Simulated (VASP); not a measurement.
# Au (P6_3/mmc) in VASP: a series of runs, part 2 of 2

VASP 6.6.1.

### 4 Single point, LDA

This run uses another cell than the first one, of 16.65 Å³/atom, 1.004 times its volume.

Input file INCAR:

```
SYSTEM = Au
  PREC = Accurate
  ENCUT = 500
  EDIFF = 1E-6
  ISMEAR = 0
  SIGMA = 0.1
  LREAL = .False.
  LASPH = .True.
  NELM = 120
  ALGO = Normal
  ISIF = 2
  LWAVE = .False.
  LCHARG = .False.
  NBANDS = 18
  GGA_COMPAT = .False.
```

Input file KPOINTS:

```
Automatic mesh
0
Gamma
  6 6 4
  0 0 0
```

Input file POSCAR:

```
Au
1.0
    2.8790908352      0.0000000000      0.0000000000
   -1.4395454176      2.4933658031      0.0000000000
    0.0000000000      0.0000000000      4.6384949747
Au
2
Direct
    0.3333333333      0.6666666667      0.7500000000
    0.6666666667      0.3333333333      0.2500000000
```

Potentials or basis: VASP PAW LDA potentials, release 64 (Au).

On the command line:

```sh
$ cat potpaw_LDA.64/Au/POTCAR > POTCAR
$ mpirun -np 1 vasp_std > vasp.out
```

OUTCAR:

```text
SYSTEM = Au
   PREC = Accurate
   ENCUT = 500
   EDIFF = 1E-6
   ISMEAR = 0
   LREAL = .False.
   LASPH = .True.
   NELM = 120
   ISIF = 2

 ion  position               nearest neighbor table
   1  0.333  0.667  0.750-   2 2.85   2 2.85   2 2.85   2 2.85   2 2.85   2 2.85
   2  0.667  0.333  0.250-   1 2.85   1 2.85   1 2.85   1 2.85   1 2.85   1 2.85

  LATTYP: Found a hexagonal cell.
 ALAT       =     2.8790908352
 C/A-ratio  =     1.6110971276

  Lattice vectors:

 A1 = (   2.8790908352,   0.0000000000,   0.0000000000)
 A2 = (  -1.4395454176,   2.4933658031,   0.0000000000)
 A3 = (   0.0000000000,   0.0000000000,   4.6384949747)

Analysis of symmetry for initial positions (statically):
=====================================================================
 Subroutine PRICEL returns:
 Original cell was already a primitive cell.

 Routine SETGRP: Setting up the symmetry group for a
 hexagonal supercell.

 Subroutine GETGRP returns: Found 24 space group operations
 (whereof 12 operations were pure point group operations)
 out of a pool of 24 trial point group operations.

The static configuration has the point symmetry D_3d.
 The point group associated with its full space group is D_6h.

Analysis of symmetry for dynamics (positions and initial velocities):
=====================================================================
 Subroutine PRICEL returns:
 Original cell was already a primitive cell.

 Routine SETGRP: Setting up the symmetry group for a
 hexagonal supercell.

 Subroutine GETGRP returns: Found 24 space group operations
 (whereof 12 operations were pure point group operations)
 out of a pool of 24 trial point group operations.

The dynamic configuration has the point symmetry D_3d.
 The point group associated with its full space group is D_6h.

 Subroutine INISYM returns: Found 24 space group operations
 (whereof 12 operations are pure point group operations),
 and found     1 'primitive' translations

----------------------------------------------------------------------------------------

                                     Primitive cell

  volume of cell :      33.2980

  direct lattice vectors                    reciprocal lattice vectors
     2.879090835  0.000000000  0.000000000     0.347331869  0.200532148  0.000000000
    -1.439545418  2.493365803  0.000000000     0.000000000  0.401064296  0.000000000
     0.000000000  0.000000000  4.638494975     0.000000000  0.000000000  0.215587169

  length of vectors
     2.879090835  2.879090835  4.638494975     0.401064296  0.401064296  0.215587169

  position of ions in fractional coordinates (direct lattice)
     0.333333333  0.666666667  0.750000000
     0.666666667  0.333333333  0.250000000

  ion indices of the primitive-cell ions
   primitive index   ion index
                 1           1
                 2           2

----------------------------------------------------------------------------------------

 KPOINTS: Automatic mesh

Automatic generation of k-mesh.
 Grid dimensions read from file:
 generate k-points for:    6    6    4

 Generating k-lattice:

  Cartesian coordinates                     Fractional coordinates (reciprocal lattice)
     0.057888645  0.033422025  0.000000000     0.166666667 -0.000000000  0.000000000
     0.000000000  0.066844049  0.000000000     0.000000000  0.166666667  0.000000000
     0.000000000  0.000000000  0.053896792     0.000000000  0.000000000  0.250000000

  Length of vectors
     0.066844049  0.066844049  0.053896792

  Shift w.r.t. Gamma in fractional coordinates (k-lattice)
     0.000000000  0.000000000  0.000000000

 Subroutine IBZKPT returns following result:
 ===========================================

 Found     21 irreducible k-points:

 Following reciprocal coordinates:
            Coordinates               Weight
  0.000000  0.000000  0.000000      1.000000
  0.166667  0.000000  0.000000      6.000000
  0.333333  0.000000  0.000000      6.000000
  0.500000  0.000000  0.000000      3.000000
  0.166667  0.166667  0.000000      6.000000
  0.333333  0.166667  0.000000     12.000000
[... 13 lines left out ...]
  0.333333  0.166667  0.500000     12.000000
  0.333333  0.333333  0.500000      2.000000
   k-points           NKPTS =     21   k-points in BZ     NKDIM =     21   number of bands    NBANDS=     18
   number of dos      NEDOS =    301   number of ions     NIONS =      2
   total plane-waves  NPLWV =  20736
   dimension x,y,z NGX =    24 NGY =   24 NGZ =   36
   dimension x,y,z NGXF=    48 NGYF=   48 NGZF=   72
   ions per type =               2
   NGX,Y,Z   is equivalent  to a cutoff of  13.86, 13.86, 12.90 a.u.
   NGXF,Y,Z  is equivalent  to a cutoff of  27.72, 27.72, 25.81 a.u.
 SYSTEM =  Au
   PREC   = accura    normal or accurate (medium, high low for compatibility)
   ISTART =      0    job   : 0-new  1-cont  2-samecut
   ICHARG =      2    charge: 1-file 2-atom 10-const
   ISPIN  =      1    spin polarized calculation?
   LNONCOLLINEAR =      F non collinear calculations
   LSORBIT =      F    spin-orbit coupling
   LASPH  =      T    aspherical Exc in radial PAW
   ENCUT  =  500.0 eV  36.75 Ry    6.06 a.u.   5.25  5.25  8.46*2*pi/ulx,y,z
   NELM   =    120;   NELMIN=  2; NELMDL= -5     # of ELM steps
   EDIFF  = 0.1E-05   stopping-criterion for ELM
   LREAL  =      F    real-space projection
   EDIFFG = 0.1E-04   stopping-criterion for IOM
   NSW    =      0    number of steps for IOM
   IBRION =     -1    ionic relax: 0-MD 1-quasi-New 2-CG
   NFREE  =      0    steps in history (QN), initial steepest desc. (CG)
   ISIF   =      2    stress and relaxation
   ISYM   =      2    0-nonsym 1-usesym 2-fastsym
   POTIM  = 0.5000    time-step for ionic-motion
   TEBEG  =    0.0;   TEEND  =   0.0 temperature during run
   PSTRESS=    0.0 pullay stress
   NELECT =      22.0000    total number of electrons
   NUPDOWN=      -1.0000    fix difference up-down
   EMIN   =  10.00;   EMAX   =-10.00  energy-range for DOS
   EFERMI =   0.00;   METHOD = LEGACY
   ISMEAR =     0;   SIGMA  =   0.10  broadening in eV -4-tet -1-fermi 0-gaus
   EFERMI_NEDOS =   21; number of points for ismear=-14 and -15
   IALGO  =     38    algorithm
   IMIX   =      4    mixing-type and parameters
     AMIX     =   0.40;   BMIX     =  1.00
     AMIX_MAG =   1.60;   BMIX_MAG =  1.00
  volume/ion in A,a.u.               =      16.65       112.35
  Fermi-wavevector in a.u.,A,eV,Ry     =   1.425858  2.694481 27.661606  2.033071
  Thomas-Fermi vector in A             =   2.546197
   LORBIT       =      0    0 simple, 1 ext, 2 COOP (PROOUT), +10 PAW based schemes
   GGA     = CA    functional components
   LHFCALC =     F    Hartree Fock is set to
   AEXX    =    0.0000 exact exchange contribution
   IVDW    =     0    specifies the selected vdW correction
   LEPSILON=     F    determine dielectric tensor
   LRPA    =     F    only Hartree local field effects (RPA)
 non-spin polarized calculation
 Gauss-broadening in eV      SIGMA  =   0.10
  energy-cutoff  :      500.00
  volume of cell :       33.30
 maximum number of plane-waves:       856
 NGX is ok and might be reduce to    24
   NGX = 11   NGY = 11   NGZ = 17

 number of electron      22.0000000 magnetization

 Free energy of the ion-electron system (eV)
  ---------------------------------------------------
  ext. energy  EPLUGINS =         0.00000000
  ---------------------------------------------------
  free energy    TOTEN  =        -8.79758707 eV

  energy without entropy =       -8.78819946  energy(sigma->0) =       -8.79289327

 E-fermi :   9.5723     XC(G=0): -13.1180

 val. band max:        9.5363547882   @ k =   0.3333   0.1667   0.2500
 cond. band min:       9.9116095724   @ k =   0.5000   0.0000   0.0000
 fundamental gap:      0.3752547843
 Fermi energy:         9.5722775502

 k-point     1 :       0.0000    0.0000    0.0000
  band No.  band energies     occupation
      1      -0.4804      2.00000
      2       2.1422      2.00000
      3       4.9145      2.00000
      4       4.9713      2.00000
      5       4.9713      2.00000
      6       5.3564      2.00000
[... 10 lines left out ...]
     17      27.7076      0.00000
     18      27.7076      0.00000
[... 400 lines left out ...]
 k-point    21 :       0.3333    0.3333    0.5000
  band No.  band energies     occupation
      1       3.4297      2.00000
      2       3.4297      2.00000
      3       4.1566      2.00000
      4       4.1566      2.00000
      5       4.9391      2.00000
      6       4.9391      2.00000
[... 10 lines left out ...]
     17      26.1755      0.00000
     18      26.1755      0.00000

------------------------ aborting loop because EDIFF is reached ----------------------------------------

  FORCE on cell =-STRESS in cart. coord.  units (eV):
  Direction    XX          YY          ZZ          XY          YZ          ZX
  --------------------------------------------------------------------------------------
  -------------------------------------------------------------------------------------
  Total        0.1079928      0.1079928      0.0878771      0.0000000      0.0000000      0.0000000
  in kB        5.1962111      5.1962111      4.2283199      0.0000000      0.0000000      0.0000000
  external PRESSURE =       4.8735807 kB  Pullay stress =       0.0000000 kB

 VOLUME and BASIS-vectors are now :
 -----------------------------------------------------------------------------
  energy-cutoff  :      500.00
  volume of cell :       33.30
      direct lattice vectors                 reciprocal lattice vectors
     2.879090835  0.000000000  0.000000000     0.347331869  0.200532148  0.000000000
    -1.439545418  2.493365803  0.000000000     0.000000000  0.401064296  0.000000000
     0.000000000  0.000000000  4.638494975     0.000000000  0.000000000  0.215587169

 POSITION                                       TOTAL-FORCE (eV/Angst)
 -----------------------------------------------------------------------------------
     -0.00000      1.66224      3.47887         0.000000      0.000000      0.000000
      1.43955      0.83112      1.15962        -0.000000     -0.000000      0.000000
 -----------------------------------------------------------------------------------
    total drift:                               -0.000000      0.000000     -0.000000

  FREE ENERGIE OF THE ION-ELECTRON SYSTEM (eV)
  ---------------------------------------------------
  free  energy   TOTEN  =        -8.7975870726 eV

  energy  without entropy=       -8.7881994591  energy(sigma->0) =       -8.79289327
```

Run time: 8.9 s. Hardware: 1 thread of Intel Xeon 6975P-C (Granite Rapids), shared host; peak memory 0.14 GiB.

What came out:

| Quantity | Value |
| --- | --- |
| Free energy | -8.7976 eV |
| Pressure | 0.5 GPa |
| Band gap on the k mesh | zero (band 11 reaches 14.02 eV, above the bottom of band 12 at 6.97 eV) |

Caveat: the k points lie up to 0.42 Å⁻¹ apart; spin-orbit coupling is left out, which moves the levels of the heavy elements.

### 5 The runs side by side

```csv
cell,k mesh,cutoff (eV),smearing,gap on the mesh (eV),pressure (GPa)
"a = 2.838, b = 2.838, c = 4.754 Å, angles 90.0, 90.0, 120.0°, 2 atoms",18 × 18 × 10,520,gaussian 0.1 eV,none,0.5
"a = 2.837, b = 2.837, c = 4.762 Å, angles 90.0, 90.0, 120.0°, 2 atoms",18 × 18 × 10,520,fermi-dirac 0.15 eV,none,0.5
"a = 2.879, b = 2.879, c = 4.638 Å, angles 90.0, 90.0, 120.0°, 2 atoms",6 × 6 × 4,500,gaussian 0.1 eV,none,0.5
```

Alike in all rows: task single point; level LDA; potentials or basis VASP PAW LDA potentials, release 64 (Au); no spin polarisation.

Caveats: some runs use coarse meshes; spin-orbit coupling is left out, which moves the levels of the heavy elements.

Absolute energies hang on the potentials; compare differences alone.
